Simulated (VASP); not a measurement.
A run of VASP 6.6.1 is set up as follows.

The input INCAR:

```
PREC = Accurate
ENCUT = 520
EDIFF = 1E-6
ISMEAR = -1
SIGMA = 0.02
LREAL = F
LASPH = T
NELM = 100
ALGO = Normal
ISIF = 2
LWAVE = F
LCHARG = F
GGA = PE
NBANDS = 15
```

Contents of KPOINTS:

```
Automatic mesh
0
Gamma
  6 6 6
```

Contents of POSCAR:

```
BaTe
1.0
    0.0000000000      3.7090061762      3.4846684716
    3.7090061762      0.0000000000      3.4846684716
    3.7090061762      3.7090061762      0.0000000000
Ba Te
1 1
Direct
    0.0000000000      0.0000000000      0.0000000000
    0.5000000000      0.5000000000      0.5000000000
```

Potentials or basis: VASP PAW PBE potentials, release 64 (Ba_sv, Te).

Launch:

```bash
$ cat potpaw_PBE.64/Ba_sv/POTCAR potpaw_PBE.64/Te/POTCAR > POTCAR
$ mpirun -np 1 vasp_std > vasp.out
```

Problem. Predict the band gap on the k mesh.

Solution. 1.65 eV (least direct gap 2.03 eV).

Problem. Predict the pressure.

Solution. -1.5 GPa.

Stress tensor (GPa, compression positive):
```
-2.44  0.00  0.00
 0.00 -2.44  0.00
 0.00  0.00  0.35
```

Caveat: the cell differs from its parent crystal (epitaxial xy strain +5.0%); spin-orbit coupling is left out, which moves the levels of the heavy elements. A k mesh can miss the band edges.
